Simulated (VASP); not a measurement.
# Sb (Pm-3m) in VASP: further runs

Runs on Sb. Level: PBE. Tasks: single point.

Program: VASP 6.6.1. These are calculated values, not measurements. Logs are shortened: lines on timing, memory, paths and dates and some standing lists are left out, and cuts for length are marked.

## Step 1: The cell of the first run

Symmetry: Pm-3m, No. 221, cubic system. The conventional cell has a = 3.149 Å, b = 3.149 Å, c = 3.149 Å, α = 90.00°, β = 90.00°, γ = 90.00°. Within 4.1 Å of Sb (site symmetry m-3m) lie 6 Sb at 3.15 Å.

## Step 2: Single point, PBE (volume scaled by 0.99)

The input, INCAR:

```
SYSTEM = Sb
  PREC = Accurate
  ENCUT = 520
  EDIFF = 1E-7
  ISMEAR = -1
  SIGMA = 0.05
  LREAL = .FALSE.
  LASPH = .TRUE.
  NELM = 80
  ALGO = Normal
  ISIF = 2
  LWAVE = .FALSE.
  LCHARG = .TRUE.
  GGA = PE
  LELF = .TRUE.
  LVHAR = .TRUE.
  NBANDS = 8
```

The input, KPOINTS:

```
regular mesh
0
G
  13 13 13
  0 0 0
```

The input, POSCAR:

```
Sb
1.0
    3.1494313592      0.0000000000      0.0000000000
    0.0000000000      3.1494313592      0.0000000000
    0.0000000000      0.0000000000      3.1494313592
Sb
1
Direct
    0.0000000000      0.0000000000      0.0000000000
```

Potentials or basis: VASP PAW PBE potentials, release 64 (Sb).

On the command line:

```console
$ cat potpaw_PBE.64/Sb/POTCAR > POTCAR
$ mpirun -np 1 vasp_std > vasp.out
```

OUTCAR:

```text
SYSTEM = Sb
   PREC = Accurate
   ENCUT = 520
   EDIFF = 1E-7
   ISMEAR = -1
   LREAL = .FALSE.
   LASPH = .TRUE.
   NELM = 80
   ISIF = 2
   GGA = PE

 ion  position               nearest neighbor table
   1  0.000  0.000  0.000-

  LATTYP: Found a simple cubic cell.
 ALAT       =     3.1494313592

  Lattice vectors:

 A1 = (   3.1494313592,   0.0000000000,   0.0000000000)
 A2 = (   0.0000000000,   3.1494313592,   0.0000000000)
 A3 = (   0.0000000000,   0.0000000000,   3.1494313592)

Analysis of symmetry for initial positions (statically):
=====================================================================
 Subroutine PRICEL returns:
 Original cell was already a primitive cell.

 Routine SETGRP: Setting up the symmetry group for a
 simple cubic supercell.

 Subroutine GETGRP returns: Found 48 space group operations
 (whereof 48 operations were pure point group operations)
 out of a pool of 48 trial point group operations.

The static configuration has the point symmetry O_h .

Analysis of symmetry for dynamics (positions and initial velocities):
=====================================================================
 Subroutine PRICEL returns:
 Original cell was already a primitive cell.

 Routine SETGRP: Setting up the symmetry group for a
 simple cubic supercell.

 Subroutine GETGRP returns: Found 48 space group operations
 (whereof 48 operations were pure point group operations)
 out of a pool of 48 trial point group operations.

The dynamic configuration has the point symmetry O_h .

 Subroutine INISYM returns: Found 48 space group operations
 (whereof 48 operations are pure point group operations),
 and found     1 'primitive' translations

----------------------------------------------------------------------------------------

                                     Primitive cell

  volume of cell :      31.2390

  direct lattice vectors                    reciprocal lattice vectors
     3.149431359  0.000000000  0.000000000     0.317517636  0.000000000  0.000000000
     0.000000000  3.149431359  0.000000000     0.000000000  0.317517636  0.000000000
     0.000000000  0.000000000  3.149431359     0.000000000  0.000000000  0.317517636

  length of vectors
     3.149431359  3.149431359  3.149431359     0.317517636  0.317517636  0.317517636
[... 77 lines left out ...]
   ENCUT  =  520.0 eV  38.22 Ry    6.18 a.u.   5.86  5.86  5.86*2*pi/ulx,y,z
   NELM   =     80;   NELMIN=  2; NELMDL= -5     # of ELM steps
   EDIFF  = 0.1E-06   stopping-criterion for ELM
   LREAL  =      F    real-space projection
   EDIFFG = 0.1E-05   stopping-criterion for IOM
   NSW    =      0    number of steps for IOM
   IBRION =     -1    ionic relax: 0-MD 1-quasi-New 2-CG
   NFREE  =      0    steps in history (QN), initial steepest desc. (CG)
   ISIF   =      2    stress and relaxation
   ISYM   =      2    0-nonsym 1-usesym 2-fastsym
   POTIM  = 0.5000    time-step for ionic-motion
   TEBEG  =    0.0;   TEEND  =   0.0 temperature during run
   PSTRESS=    0.0 pullay stress
   NELECT =       5.0000    total number of electrons
   NUPDOWN=      -1.0000    fix difference up-down
   EMIN   =  10.00;   EMAX   =-10.00  energy-range for DOS
   EFERMI =   0.00;   METHOD = LEGACY
   ISMEAR =    -1;   SIGMA  =   0.05  broadening in eV -4-tet -1-fermi 0-gaus
   EFERMI_NEDOS =   21; number of points for ismear=-14 and -15
   IALGO  =     38    algorithm
   IMIX   =      4    mixing-type and parameters
     AMIX     =   0.40;   BMIX     =  1.00
     AMIX_MAG =   1.60;   BMIX_MAG =  1.00
  volume/ion in A,a.u.               =      31.24       210.81
  Fermi-wavevector in a.u.,A,eV,Ry     =   0.888859  1.679699 10.749550  0.790070
  Thomas-Fermi vector in A             =   2.010343
   LORBIT       =      0    0 simple, 1 ext, 2 COOP (PROOUT), +10 PAW based schemes
   GGA     = PE    functional components
   LHFCALC =     F    Hartree Fock is set to
   AEXX    =    0.0000 exact exchange contribution
   IVDW    =     0    specifies the selected vdW correction
   LEPSILON=     F    determine dielectric tensor
   LRPA    =     F    only Hartree local field effects (RPA)
 non-spin polarized calculation
  energy-cutoff  :      520.00
  volume of cell :       31.24
 maximum number of plane-waves:       864
 NGX is ok and might be reduce to    24
   NGX = 11   NGY = 11   NGZ = 11

 number of electron       5.0000001 magnetization

 Free energy of the ion-electron system (eV)
  ---------------------------------------------------
  ext. energy  EPLUGINS =         0.00000000
  ---------------------------------------------------
  free energy    TOTEN  =        -4.09810518 eV

  energy without entropy =       -4.09510629  energy(sigma->0) =       -4.09660574

 E-fermi :   6.6248     XC(G=0):  -9.4293

 val. band max:        6.6052232157   @ k =   0.3077   0.2308   0.1538
 cond. band min:       6.6623802004   @ k =   0.3846   0.3077   0.3077
 fundamental gap:      0.0571569846
 Fermi energy:         6.6247696487

 k-point     1 :       0.0000    0.0000    0.0000
  band No.  band energies     occupation
      1      -5.4757      2.00000
      2       9.7148      0.00000
      3       9.7148      0.00000
      4       9.7148      0.00000
      5      13.4421      0.00000
      6      13.4421      0.00000
      7      14.5494      0.00000
      8      23.9362      0.00000
[... 243 lines left out ...]
 k-point    24 :       0.3846    0.3077    0.0000
  band No.  band energies     occupation
      1      -2.4544      2.00000
      2       3.3336      2.00000
      3       5.1689      2.00000
      4      11.5045      0.00000
      5      12.3714      0.00000
      6      16.7180      0.00000
      7      19.4127      0.00000
      8      19.8065      0.00000

 [... further k-points ...]

------------------------ aborting loop because EDIFF is reached ----------------------------------------

  FORCE on cell =-STRESS in cart. coord.  units (eV):
  Direction    XX          YY          ZZ          XY          YZ          ZX
  --------------------------------------------------------------------------------------
  -------------------------------------------------------------------------------------
  Total       -0.4088910     -0.4088910     -0.4088910      0.0000000      0.0000000     -0.0000000
  in kB      -20.9711227    -20.9711227    -20.9711227      0.0000000      0.0000000     -0.0000000
  external PRESSURE =     -20.9711227 kB  Pullay stress =       0.0000000 kB

 VOLUME and BASIS-vectors are now :
 -----------------------------------------------------------------------------
  energy-cutoff  :      520.00
  volume of cell :       31.24
      direct lattice vectors                 reciprocal lattice vectors
     3.149431359  0.000000000  0.000000000     0.317517636  0.000000000  0.000000000
     0.000000000  3.149431359  0.000000000     0.000000000  0.317517636  0.000000000
     0.000000000  0.000000000  3.149431359     0.000000000  0.000000000  0.317517636

 POSITION                                       TOTAL-FORCE (eV/Angst)
 -----------------------------------------------------------------------------------
      0.00000      0.00000      0.00000         0.000000      0.000000      0.000000
 -----------------------------------------------------------------------------------
    total drift:                               -0.000000      0.000000      0.000000

  FREE ENERGIE OF THE ION-ELECTRON SYSTEM (eV)
  ---------------------------------------------------
  free  energy   TOTEN  =        -4.0981051821 eV

  energy  without entropy=       -4.0951062938  energy(sigma->0) =       -4.09660574
```

OSZICAR:

```text
N       E                     dE             d eps       ncg     rms          rms(c)
DAV:   1     0.529152927238E+01    0.52915E+01   -0.15713E+03  1344   0.398E+02
DAV:   2    -0.397732496563E+01   -0.92689E+01   -0.89650E+01  1896   0.517E+01
DAV:   3    -0.409290850346E+01   -0.11558E+00   -0.11550E+00  1672   0.662E+00
DAV:   4    -0.409341802477E+01   -0.50952E-03   -0.50951E-03  2016   0.530E-01
DAV:   5    -0.409341992685E+01   -0.19021E-05   -0.19018E-05  1800   0.213E-02    0.178E+00
DAV:   6    -0.409616172635E+01   -0.27418E-02   -0.10326E-03  1696   0.203E-01    0.105E+00
DAV:   7    -0.409804945341E+01   -0.18877E-02   -0.24695E-03  1520   0.309E-01    0.798E-02
DAV:   8    -0.409810140103E+01   -0.51948E-04   -0.83841E-05  1832   0.622E-02    0.724E-03
DAV:   9    -0.409810473138E+01   -0.33304E-05   -0.24607E-06  1808   0.100E-02    0.204E-03
DAV:  10    -0.409810518968E+01   -0.45830E-06   -0.93685E-07  1584   0.517E-03    0.457E-04
DAV:  11    -0.409810518210E+01    0.75799E-08   -0.10328E-08  1600   0.657E-04
   1 F= -.40981052E+01 E0= -.40966057E+01  d E =-.299889E-02
```

Run time: 5.8 s. Hardware: 1 thread of Intel Xeon Platinum 8488C (Sapphire Rapids), shared host; peak memory 0.15 GiB.

What came out:

```
Free energy : -4.0981 eV
Pressure    : -2.1 GPa
```

Levels at points of the mesh, in eV from the Fermi level:
```tsv
k point	band 1	band 2	band 3	band 4	band 5	band 6
(0.00, 0.00, 0.00)	-12.10	3.09	3.09	3.09	6.82	6.82
```

Caveat: spin-orbit coupling is left out, which moves the levels of the heavy elements.

## Step 3: Single point, PBE (volume scaled by 1.01)

The input, INCAR:

```
SYSTEM = Sb
ALGO = Normal
EDIFF = 1E-6
ENCUT = 520
GGA = PE
ISIF = 2
ISMEAR = -1
LASPH = .TRUE.
LCHARG = .FALSE.
LREAL = .FALSE.
LWAVE = .FALSE.
NBANDS = 8
NELM = 60
PREC = Accurate
SIGMA = 0.05
```

The input, KPOINTS:

```
k-points
0
G
  13 13 13
  0 0 0
```

The input, POSCAR:

```
Sb
1.0
    3.1704984160      0.0000000000      0.0000000000
    0.0000000000      3.1704984160      0.0000000000
    0.0000000000      0.0000000000      3.1704984160
Sb
1
Direct
    0.0000000000      0.0000000000      0.0000000000
```

Potentials or basis: VASP PAW PBE potentials, release 64 (Sb).

On the command line:

```console
$ cat potpaw_PBE.64/Sb/POTCAR > POTCAR
$ mpirun -np 1 vasp_std > vasp.out
```

It took 5.1 s on 1 thread of Intel Xeon Platinum 8488C (Sapphire Rapids), shared host; peak memory 0.15 GiB.

Results (log left out):

- Free energy: -4.0881 eV
- Pressure: -3.0 GPa

Levels at points of the mesh, in eV from the Fermi level:
```tsv
k point	band 1	band 2	band 3	band 4	band 5	band 6
(0.00, 0.00, 0.00)	-11.95	3.04	3.04	3.04	6.80	6.80
```

Caveat: spin-orbit coupling is left out, which moves the levels of the heavy elements.

## Step 4: Single point, PBE (volume scaled by 1.02)

INCAR: that of step 3 with these lines changed.

```diff
@@ -2,3 +2,3 @@
 ALGO = Normal
-EDIFF = 1E-6
+EDIFF = 1E-7
 ENCUT = 520
```

KPOINTS is that of step 3.

The input, POSCAR:

```
Sb
1.0
    3.1809277622      0.0000000000      0.0000000000
    0.0000000000      3.1809277622      0.0000000000
    0.0000000000      0.0000000000      3.1809277622
Sb
1
Direct
    0.0000000000      0.0000000000      0.0000000000
```

Potentials or basis: VASP PAW PBE potentials, release 64 (Sb).

On the command line:

```console
$ cat potpaw_PBE.64/Sb/POTCAR > POTCAR
$ mpirun -np 1 vasp_std > vasp.out
```

OUTCAR:

```text
SYSTEM = Sb
   EDIFF = 1E-7
   ENCUT = 520
   GGA = PE
   ISIF = 2
   ISMEAR = -1
   LASPH = .TRUE.
   LREAL = .FALSE.
   NELM = 60
   PREC = Accurate

 ion  position               nearest neighbor table
   1  0.000  0.000  0.000-

  LATTYP: Found a simple cubic cell.
 ALAT       =     3.1809277622

  Lattice vectors:

 A1 = (   3.1809277622,   0.0000000000,   0.0000000000)
 A2 = (   0.0000000000,   3.1809277622,   0.0000000000)
 A3 = (   0.0000000000,   0.0000000000,   3.1809277622)

Analysis of symmetry for initial positions (statically):
=====================================================================
 Subroutine PRICEL returns:
 Original cell was already a primitive cell.

 Routine SETGRP: Setting up the symmetry group for a
 simple cubic supercell.

 Subroutine GETGRP returns: Found 48 space group operations
 (whereof 48 operations were pure point group operations)
 out of a pool of 48 trial point group operations.

The static configuration has the point symmetry O_h .

Analysis of symmetry for dynamics (positions and initial velocities):
[... 159 lines left out ...]
 val. band max:        6.2572982414   @ k =   0.3077   0.2308   0.1538
 cond. band min:       6.2628607650   @ k =   0.3846   0.3077   0.3077
 fundamental gap:      0.0055625236
 Fermi energy:         6.2625785817

 k-point     1 :       0.0000    0.0000    0.0000
  band No.  band energies     occupation
      1      -5.6175      2.00000
      2       9.2836      0.00000
      3       9.2836      0.00000
      4       9.2836      0.00000
      5      13.0611      0.00000
      6      13.0611      0.00000
      7      14.0190      0.00000
      8      23.4092      0.00000
[... 243 lines left out ...]
 k-point    24 :       0.3846    0.3077    0.0000
  band No.  band energies     occupation
      1      -2.7160      2.00000
      2       3.0962      2.00000
      3       4.8566      2.00000
      4      11.1801      0.00000
      5      11.8127      0.00000
      6      16.2454      0.00000
      7      18.9302      0.00000
      8      19.3417      0.00000

 [... further k-points ...]

------------------------ aborting loop because EDIFF is reached ----------------------------------------

  FORCE on cell =-STRESS in cart. coord.  units (eV):
  Direction    XX          YY          ZZ          XY          YZ          ZX
  --------------------------------------------------------------------------------------
  -------------------------------------------------------------------------------------
  Total       -0.6780999     -0.6780999     -0.6780999      0.0000000      0.0000000     -0.0000000
  in kB      -33.7553675    -33.7553675    -33.7553675      0.0000000      0.0000000     -0.0000000
  external PRESSURE =     -33.7553675 kB  Pullay stress =       0.0000000 kB

 VOLUME and BASIS-vectors are now :
 -----------------------------------------------------------------------------
  energy-cutoff  :      520.00
  volume of cell :       32.19
      direct lattice vectors                 reciprocal lattice vectors
     3.180927762  0.000000000  0.000000000     0.314373691  0.000000000  0.000000000
     0.000000000  3.180927762  0.000000000     0.000000000  0.314373691  0.000000000
     0.000000000  0.000000000  3.180927762     0.000000000  0.000000000  0.314373691

 POSITION                                       TOTAL-FORCE (eV/Angst)
 -----------------------------------------------------------------------------------
      0.00000      0.00000      0.00000         0.000000      0.000000      0.000000
 -----------------------------------------------------------------------------------
    total drift:                               -0.000000      0.000000      0.000000

  FREE ENERGIE OF THE ION-ELECTRON SYSTEM (eV)
  ---------------------------------------------------
  free  energy   TOTEN  =        -4.0818181461 eV

  energy  without entropy=       -4.0787013019  energy(sigma->0) =       -4.08025972
```

OSZICAR:

```text
N       E                     dE             d eps       ncg     rms          rms(c)
DAV:   1     0.525485839937E+01    0.52549E+01   -0.15583E+03  1344   0.393E+02
DAV:   2    -0.396328695131E+01   -0.92181E+01   -0.88151E+01  1976   0.511E+01
DAV:   3    -0.407671819995E+01   -0.11343E+00   -0.11339E+00  1672   0.644E+00
DAV:   4    -0.407716425820E+01   -0.44606E-03   -0.44606E-03  2032   0.477E-01
DAV:   5    -0.407716596860E+01   -0.17104E-05   -0.17104E-05  1744   0.191E-02    0.169E+00
DAV:   6    -0.407985984235E+01   -0.26939E-02   -0.12868E-03  1624   0.215E-01    0.993E-01
DAV:   7    -0.408176125406E+01   -0.19014E-02   -0.29942E-03  1520   0.323E-01    0.812E-02
DAV:   8    -0.408181441011E+01   -0.53156E-04   -0.97254E-05  1776   0.658E-02    0.930E-03
DAV:   9    -0.408181781750E+01   -0.34074E-05   -0.25945E-06  1896   0.102E-02    0.233E-03
DAV:  10    -0.408181808563E+01   -0.26813E-06   -0.11359E-06  1664   0.555E-03    0.375E-04
DAV:  11    -0.408181814609E+01   -0.60457E-07   -0.11906E-08  1560   0.686E-04
   1 F= -.40818181E+01 E0= -.40802597E+01  d E =-.311684E-02
```

It took 5.7 s on 1 thread of Intel Xeon Platinum 8488C (Sapphire Rapids), shared host; peak memory 0.15 GiB.

Results:

```
Free energy : -4.0818 eV
Pressure    : -3.4 GPa
```

Caveat: spin-orbit coupling is left out, which moves the levels of the heavy elements.

(Continued in part 2 of 2.)
